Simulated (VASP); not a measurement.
# Si63S (a cell with a defect) in VASP: single point with PBEsol

Aim: the single point of Si63S (a cell with a defect) with PBEsol.

Everything below comes from runs of VASP 6.6.1. Logs are shortened: lines on timing, memory, paths and dates and some standing lists are left out, and cuts for length are marked.

**1. The cell of the first run**

The cell holds a defect, 64 atoms: a = 10.866 Å, b = 10.866 Å, c = 10.866 Å, α = 90.00°, β = 90.00°, γ = 90.00°.

**2. Single point, PBEsol, collinear spin**

INCAR reads:

```
ALGO     = Normal         # electronic algorithm
EDIFF    = 1E-6           # SCF threshold, eV
ENCUT    = 400            # plane-wave cutoff, eV
GGA      = PS             # functional
GGA_COMPAT= F            
ISIF     = 2              # what is computed and relaxed
ISMEAR   = -1             # smearing method
ISPIN    = 2              # spin polarisation
ISYM     = -1           
LASPH    = T              # aspherical terms in the spheres
LCHARG   = T              # write CHGCAR
LELF     = T              # ELF
LORBIT   = 11             # projections on sites
LREAL    = Auto         
LVHAR    = T            
LWAVE    = F              # write WAVECAR
MAGMOM   = 0 0 0 0 0 0 0 0 0 0 0 0 0 0 0.2 0 0 0 0 0 0 0 0 0 0.2 0 0 0 0 0 0 0 0 0 0 0 0 0 0 0 0 0.2 0 0 0 0 0 0 0 0 0 0 0 0 0 0 0 0 0 0.2 0 0 0 0.2 # initial moments
NBANDS   = 171            # bands
NELECT   = 255.0        
NELM     = 200            # most SCF steps
PREC     = Accurate       # precision mode
SIGMA    = 0.05           # smearing width, eV
```

KPOINTS reads:

```
explicit points
1
Reciprocal
  0.25000000   0.25000000   0.25000000 1
```

POSCAR reads:

```
Si63S
1.0
   10.8655790000      0.0000000000      0.0000000000
    0.0000000000     10.8655790000      0.0000000000
    0.0000000000      0.0000000000     10.8655790000
Si S
63 1
Direct
    0.9998760000      0.9992390000      0.9998980000
    0.0002640000      0.9997720000      0.4994700000
    0.0003730000      0.4988290000      0.0007460000
    0.0004170000      0.4995510000      0.5003950000
    0.4993370000      0.9999210000      0.0007380000
    0.5002420000      0.9997700000      0.5003900000
    0.5002210000      0.4995620000      0.0003390000
    0.1245280000      0.1242810000      0.1238780000
    0.1257700000      0.1253220000      0.6254850000
    0.1257930000      0.6257960000      0.1251170000
    0.1238640000      0.6251150000      0.6247990000
    0.6262340000      0.1253950000      0.1251800000
    0.6255090000      0.1235440000      0.6248220000
    0.6250860000      0.6247820000      0.1237380000
    0.6292770000      0.6286900000      0.6287040000
    0.2491220000      0.2487770000      0.9993230000
    0.2494470000      0.2490270000      0.4961730000
    0.2498100000      0.7498300000      0.0000770000
    0.2500300000      0.7497550000      0.5029160000
    0.7502720000      0.2494030000      0.0001120000
    0.7501520000      0.2497000000      0.5028960000
    0.7504060000      0.7499730000      0.0011360000
    0.7509170000      0.7504310000      0.4976690000
    0.3746440000      0.3740880000      0.1221080000
    0.3718740000      0.3714680000      0.6267270000
    0.3744700000      0.8736070000      0.1252600000
    0.3752640000      0.8762070000      0.6245130000
    0.8738280000      0.3742110000      0.1253540000
    0.8767740000      0.3747040000      0.6245400000
    0.8756460000      0.8750940000      0.1246920000
    0.8754940000      0.8751350000      0.6261270000
    0.2488390000      0.9987190000      0.2492660000
    0.2497880000      0.9995350000      0.7503530000
    0.2494310000      0.4955060000      0.2494220000
    0.2504090000      0.5027020000      0.7499540000
    0.7503840000      0.9995050000      0.2499270000
    0.7505500000      0.0000410000      0.7509600000
    0.7498010000      0.5025200000      0.2507870000
    0.7510010000      0.4967530000      0.7509730000
    0.3744770000      0.1222490000      0.3737120000
    0.3745390000      0.1252400000      0.8733820000
    0.3713750000      0.6267940000      0.3716270000
    0.3753950000      0.6247860000      0.8761240000
    0.8741270000      0.1250610000      0.3742160000
    0.8756490000      0.1248200000      0.8751370000
    0.8767310000      0.6247200000      0.3747340000
    0.8752340000      0.6260730000      0.8749380000
    0.9988990000      0.2483900000      0.2492980000
    0.0000840000      0.2492190000      0.7504550000
    0.0000210000      0.7497890000      0.2500040000
    0.0002960000      0.7500020000      0.7509400000
    0.4960860000      0.2489930000      0.2496280000
    0.5029390000      0.2498690000      0.7500010000
    0.5026910000      0.7494410000      0.2506620000
    0.4973130000      0.7503560000      0.7510040000
    0.1226930000      0.3739500000      0.3735150000
    0.1257170000      0.3742330000      0.8732730000
    0.1255330000      0.8737710000      0.3740870000
    0.1252790000      0.8751030000      0.8748910000
    0.6270650000      0.3713600000      0.3719260000
    0.6252910000      0.3748500000      0.8759350000
    0.6252050000      0.8761590000      0.3745220000
    0.6265640000      0.8748810000      0.8748470000
    0.5016420000      0.5011260000      0.5016710000
```

Potentials or basis: VASP PAW PBE potentials, release 64 (Si, S).

On the command line:

```bash
> cat potpaw_PBE.64/Si/POTCAR potpaw_PBE.64/S/POTCAR > POTCAR
> mpirun -np 1 vasp_std > vasp.out
```

OUTCAR:

```text
EDIFF = 1E-6
   ENCUT = 400
   GGA = PS
   ISIF = 2
   ISMEAR = -1
   ISPIN = 2
   ISYM = -1
   LASPH = T
   LORBIT = 11
   LREAL = Auto
   NELECT = 255.0
   NELM = 200
   PREC = Accurate

 ion  position               nearest neighbor table
   1  1.000  0.999  1.000-  30 2.34   8 2.34  59 2.35  45 2.35
   2  0.000  1.000  0.499-  31 2.36  58 2.36  44 2.36   9 2.37
   3  0.000  0.499  0.001-  28 2.36  10 2.36  57 2.37  47 2.37
   4  0.000  0.500  0.500-  29 2.34  11 2.34  46 2.35  56 2.35
   5  0.499  1.000  0.001-  26 2.36  12 2.36  41 2.37  63 2.37
   6  0.500  1.000  0.500-  27 2.34  13 2.34  62 2.35  40 2.35
[... 56 lines left out ...]
  63  0.627  0.875  0.875-  37 2.34  22 2.35  55 2.37   5 2.37
  64  0.502  0.501  0.502-  15 2.40  25 2.41  60 2.42  42 2.42

IMPORTANT INFORMATION: All symmetrisations will be switched off!
NOSYMM: (Re-)initialisation of all symmetry stuff for point group C_1.

----------------------------------------------------------------------------------------

                                     Primitive cell

  volume of cell :    1282.7990

  direct lattice vectors                    reciprocal lattice vectors
    10.865579000  0.000000000  0.000000000     0.092033752  0.000000000  0.000000000
     0.000000000 10.865579000  0.000000000     0.000000000  0.092033752  0.000000000
     0.000000000  0.000000000 10.865579000     0.000000000  0.000000000  0.092033752

  length of vectors
    10.865579000 10.865579000 10.865579000     0.092033752  0.092033752  0.092033752

  position of ions in fractional coordinates (direct lattice)
     0.999876000  0.999239000  0.999898000
     0.000264000  0.999772000  0.499470000
     0.000373000  0.498829000  0.000746000
     0.000417000  0.499551000  0.500395000
     0.499337000  0.999921000  0.000738000
     0.500242000  0.999770000  0.500390000
[... 56 lines left out ...]
     0.626564000  0.874881000  0.874847000
     0.501642000  0.501126000  0.501671000

  ion indices of the primitive-cell ions
   primitive index   ion index
                 1           1
                 2           2
                 3           3
                 4           4
                 5           5
                 6           6
[... 56 lines left out ...]
                63          63
                64          64

----------------------------------------------------------------------------------------

 KPOINTS: explicit points

Read explicit list of k-points.

 Found      1 k-points:

 Following reciprocal coordinates:
            Coordinates               Weight
  0.250000  0.250000  0.250000      1.000000
   k-points           NKPTS =      1   k-points in BZ     NKDIM =      1   number of bands    NBANDS=    171
   number of dos      NEDOS =    301   number of ions     NIONS =     64
   total plane-waves  NPLWV = 373248
   dimension x,y,z NGX =    72 NGY =   72 NGZ =   72
   dimension x,y,z NGXF=   144 NGYF=  144 NGZF=  144
   ions per type =              63   1
   NGX,Y,Z   is equivalent  to a cutoff of  11.02, 11.02, 11.02 a.u.
   NGXF,Y,Z  is equivalent  to a cutoff of  22.03, 22.03, 22.03 a.u.
 SYSTEM =  unknown system
   PREC   = accura    normal or accurate (medium, high low for compatibility)
   ISTART =      0    job   : 0-new  1-cont  2-samecut
   ICHARG =      2    charge: 1-file 2-atom 10-const
   ISPIN  =      2    spin polarized calculation?
   LNONCOLLINEAR =      F non collinear calculations
   LSORBIT =      F    spin-orbit coupling
   LASPH  =      T    aspherical Exc in radial PAW
   ENCUT  =  400.0 eV  29.40 Ry    5.42 a.u.  17.72 17.72 17.72*2*pi/ulx,y,z
   NELM   =    200;   NELMIN=  2; NELMDL= -5     # of ELM steps
   EDIFF  = 0.1E-05   stopping-criterion for ELM
   LREAL  =      T    real-space projection
   EDIFFG = 0.1E-04   stopping-criterion for IOM
   NSW    =      0    number of steps for IOM
   IBRION =     -1    ionic relax: 0-MD 1-quasi-New 2-CG
   NFREE  =      0    steps in history (QN), initial steepest desc. (CG)
   ISIF   =      2    stress and relaxation
   ISYM   =     -1    0-nonsym 1-usesym 2-fastsym
   POTIM  = 0.5000    time-step for ionic-motion
   TEBEG  =    0.0;   TEEND  =   0.0 temperature during run
   PSTRESS=    0.0 pullay stress
   NELECT =     255.0000    total number of electrons
   NUPDOWN=      -1.0000    fix difference up-down
   EMIN   =  10.00;   EMAX   =-10.00  energy-range for DOS
   EFERMI =   0.00;   METHOD = LEGACY
   ISMEAR =    -1;   SIGMA  =   0.05  broadening in eV -4-tet -1-fermi 0-gaus
   EFERMI_NEDOS =   21; number of points for ismear=-14 and -15
   IALGO  =     38    algorithm
   IMIX   =      4    mixing-type and parameters
     AMIX     =   0.40;   BMIX     =  1.00
     AMIX_MAG =   1.60;   BMIX_MAG =  1.00
  volume/ion in A,a.u.               =      20.04       135.26
  Fermi-wavevector in a.u.,A,eV,Ry     =   0.955437  1.805514 12.420210  0.912860
  Thomas-Fermi vector in A             =   2.084274
   LORBIT       =     11    0 simple, 1 ext, 2 COOP (PROOUT), +10 PAW based schemes
   GGA     = PS    functional components
   LHFCALC =     F    Hartree Fock is set to
   AEXX    =    0.0000 exact exchange contribution
   IVDW    =     0    specifies the selected vdW correction
   LEPSILON=     F    determine dielectric tensor
   LRPA    =     F    only Hartree local field effects (RPA)
 spin polarized calculation
  energy-cutoff  :      400.00
  volume of cell :     1282.80
 maximum number of plane-waves:     23294
 NGX is ok and might be reduce to    70
   NGX = 35   NGY = 35   NGZ = 35

 number of electron     254.9999968 magnetization       0.0001570

 number of electron     254.9999968 magnetization      -0.0000415

 Free energy of the ion-electron system (eV)
  ---------------------------------------------------
  ext. energy  EPLUGINS =         0.00000000
  ---------------------------------------------------
  free energy    TOTEN  =      -383.23667280 eV

  energy without entropy =     -383.12740420  energy(sigma->0) =     -383.18203850

 E-fermi :   5.4997     XC(G=0):  -9.5121

 val. band max:        5.4639269113   @ k =   0.2500   0.2500   0.2500
 cond. band min:       6.1416905954   @ k =   0.2500   0.2500   0.2500
 fundamental gap:      0.6777636841
 Fermi energy:         5.4997210624

 spin component 1

 k-point     1 :       0.2500    0.2500    0.2500
  band No.  band energies     occupation
      1      -9.2870      1.00000
      2      -5.9015      1.00000
      3      -5.4433      1.00000
      4      -5.4430      1.00000
      5      -5.2800      1.00000
      6      -4.9291      1.00000
[... 131 lines left out ...]
    138       7.4331      0.00000
    139       7.4428      0.00000
 Fermi energy:         5.4997210624

 spin component 2

 k-point     1 :       0.2500    0.2500    0.2500
  band No.  band energies     occupation
      1      -9.2870      1.00000
      2      -5.9015      1.00000
      3      -5.4433      1.00000
      4      -5.4430      1.00000
      5      -5.2800      1.00000
      6      -4.9291      1.00000
[... 131 lines left out ...]
    138       7.4331      0.00000
    139       7.4428      0.00000
 [bands above 139 left out]

------------------------ aborting loop because EDIFF is reached ----------------------------------------

  FORCE on cell =-STRESS in cart. coord.  units (eV):
  Direction    XX          YY          ZZ          XY          YZ          ZX
  --------------------------------------------------------------------------------------
  -------------------------------------------------------------------------------------
  Total      -29.5694399    -29.6234011    -28.3790659     -5.0549126     -8.0253623     -8.1563394
  in kB      -36.9313395    -36.9987354    -35.4445982     -6.3134336    -10.0234357    -10.1870221
  external PRESSURE =     -36.4582244 kB  Pullay stress =       0.0000000 kB

 VOLUME and BASIS-vectors are now :
 -----------------------------------------------------------------------------
  energy-cutoff  :      400.00
  volume of cell :     1282.80
      direct lattice vectors                 reciprocal lattice vectors
    10.865579000  0.000000000  0.000000000     0.092033752  0.000000000  0.000000000
     0.000000000 10.865579000  0.000000000     0.000000000  0.092033752  0.000000000
     0.000000000  0.000000000 10.865579000     0.000000000  0.000000000  0.092033752

 POSITION                                       TOTAL-FORCE (eV/Angst)
 -----------------------------------------------------------------------------------
     10.86423     10.85731     10.86447         0.023274      0.026293     -0.042647
      0.00287     10.86310      5.42703         0.035121      0.037213     -0.031098
      0.00405      5.42007      0.00811         0.021176      0.018845     -0.055248
      0.00453      5.42791      5.43708         0.024127      0.033017     -0.060973
      5.42559     10.86472      0.00802         0.016546      0.027827     -0.055852
      5.43542     10.86308      5.43703         0.024912      0.032617     -0.060891
[... 56 lines left out ...]
      6.80798      9.50609      9.50572        -0.030881     -0.030801      0.063240
      5.45063      5.44502      5.45095         0.007635      0.021432      0.005313
 -----------------------------------------------------------------------------------
    total drift:                               -0.006500     -0.008103     -0.001493

  FREE ENERGIE OF THE ION-ELECTRON SYSTEM (eV)
  ---------------------------------------------------
  free  energy   TOTEN  =      -383.2366727978 eV

  energy  without entropy=     -383.1274042027  energy(sigma->0) =     -383.18203850

 total charge

# of ion       s       p       d       tot
------------------------------------------
    1        0.750   0.931   0.000   1.682
    2        0.752   0.914   0.000   1.666
    3        0.753   0.911   0.000   1.664
    4        0.751   0.931   0.000   1.682
    5        0.753   0.911   0.000   1.664
    6        0.751   0.931   0.000   1.682
[... 56 lines left out ...]
   63        0.752   0.918   0.000   1.670
   64        1.332   2.294   0.000   3.626
--------------------------------------------------
tot         48.756  60.330   0.000 109.086

 magnetization (x)

# of ion       s       p       d       tot
------------------------------------------
    1        0.000   0.000   0.000   0.000
    2       -0.000  -0.000   0.000  -0.000
    3       -0.000  -0.000   0.000  -0.000
    4        0.000  -0.000   0.000  -0.000
    5       -0.000  -0.000   0.000  -0.000
    6        0.000  -0.000   0.000  -0.000
[... 56 lines left out ...]
   63       -0.000  -0.000   0.000  -0.000
   64       -0.000  -0.000   0.000  -0.000
--------------------------------------------------
tot         -0.000  -0.000   0.000  -0.000
```

It took 7.8 min on 1 thread of Intel Xeon Platinum 8488C (Sapphire Rapids), shared host; peak memory 1.1 GiB.

Results:

```yaml
Free_energy: -383.2367 eV
Largest_force: 0.077 eV/Å
Net_moment: 0.00 μB per cell
Valence_electrons_inside_the_program's_atomic_spheres: Si 1.68, 1.67, 1.66, 1.62, 1.61 (each value once); S 3.63
```

Forces on the atoms (eV/Å):
```
Si   0.023  0.026 -0.043
Si   0.035  0.037 -0.031
Si   0.021  0.019 -0.055
Si   0.024  0.033 -0.061
Si   0.017  0.028 -0.056
Si   0.025  0.033 -0.061
Si   0.029  0.036 -0.048
Si  -0.021 -0.028  0.054
Si  -0.018 -0.025  0.040
Si  -0.023 -0.027  0.051
Si  -0.019 -0.027  0.048
Si  -0.023 -0.027  0.052
Si  -0.024 -0.024  0.047
Si  -0.021 -0.024  0.044
Si  -0.037 -0.035  0.038
Si   0.026  0.024 -0.057
Si   0.021  0.019 -0.060
Si   0.028  0.028 -0.046
Si   0.025  0.023 -0.029
Si   0.026  0.024 -0.044
Si   0.019  0.024 -0.025
Si   0.021  0.027 -0.066
Si   0.024  0.028 -0.058
Si  -0.032 -0.036  0.049
Si  -0.004 -0.003  0.021
Si  -0.019 -0.024  0.042
Si  -0.027 -0.030  0.053
Si  -0.019 -0.022  0.042
Si  -0.026 -0.032  0.053
Si  -0.020 -0.024  0.046
Si  -0.034 -0.037  0.047
Si   0.032  0.029 -0.052
Si   0.024  0.022 -0.048
Si   0.028  0.030 -0.046
Si   0.013  0.013 -0.032
Si   0.019  0.027 -0.048
Si   0.026  0.034 -0.054
Si   0.015  0.004 -0.039
Si   0.026  0.028 -0.051
Si  -0.028 -0.029  0.060
Si  -0.010 -0.020  0.054
Si  -0.008 -0.017  0.013
Si  -0.032 -0.029  0.048
Si  -0.032 -0.024  0.035
Si  -0.024 -0.024  0.041
Si  -0.024 -0.023  0.058
Si  -0.027 -0.031  0.063
Si   0.029  0.035 -0.055
Si   0.016  0.027 -0.048
Si   0.023  0.027 -0.049
Si   0.034  0.033 -0.055
Si   0.027  0.032 -0.045
Si   0.018  0.017 -0.034
Si   0.006  0.017 -0.040
Si   0.027  0.033 -0.050
Si  -0.025 -0.032  0.064
Si  -0.016 -0.012  0.053
Si  -0.023 -0.032  0.036
Si  -0.023 -0.027  0.049
Si  -0.009 -0.024 -0.001
Si  -0.030 -0.033  0.052
Si  -0.021 -0.025  0.063
Si  -0.031 -0.031  0.063
S    0.008  0.021  0.005
```

Caveat: the cell carries a net charge on a neutralising background, which shifts energy and pressure; the cell is charged against a uniform background, so pressure and absolute levels hang on convention; the PAW data sets were made with another functional, which shifts forces and pressure a little.
